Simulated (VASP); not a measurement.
A run of VASP 6.6.1:

INCAR

```
PREC     = Accurate       # precision mode
ENCUT    = 520            # plane-wave cutoff, eV
EDIFF    = 1E-8           # SCF threshold, eV
ISMEAR   = 0              # smearing method
SIGMA    = 0.01           # smearing width, eV
LREAL    = F              # projectors in reciprocal space
LASPH    = T              # aspherical terms in the spheres
NELM     = 100            # most SCF steps
ALGO     = Normal         # electronic algorithm
ISIF     = 2              # what is computed and relaxed
LWAVE    = F              # write WAVECAR
LCHARG   = F              # write CHGCAR
GGA      = CA             # functional
IBRION   = 8              # ionic algorithm
NSW      = 1              # ionic steps
LEPSILON = T              # dielectric tensor by DFPT
```

File KPOINTS:

```
Automatic mesh
0
Gamma
  6 6 6
```

The input POSCAR:

```
CsH
1.0
    3.8184085400      0.0000000000      0.0000000000
    0.0000000000      3.8184085400      0.0000000000
    0.0000000000      0.0000000000      3.8184085400
Cs H
1 1
Direct
    0.0000000000      0.0000000000      0.0000000000
    0.5000000000      0.5000000000      0.5000000000
```

Potentials or basis: VASP PAW LDA potentials, release 64 (Cs_sv, H).

The run is started by

```console
$ cat potpaw_LDA.64/Cs_sv/POTCAR potpaw_LDA.64/H/POTCAR > POTCAR
$ mpirun -np 1 vasp_std > vasp.out
```

Hardware: 1 thread of Intel(R) Xeon(R) 6975P-C (Granite Rapids), with other jobs on the host.

**Question.** How long does it take, and how much memory?

**Answer.** It took 50 s on 1 thread of Intel(R) Xeon(R) 6975P-C (Granite Rapids) (shared host), peak memory 0.19 GiB. Counts: scf iterations 126, k points 20.
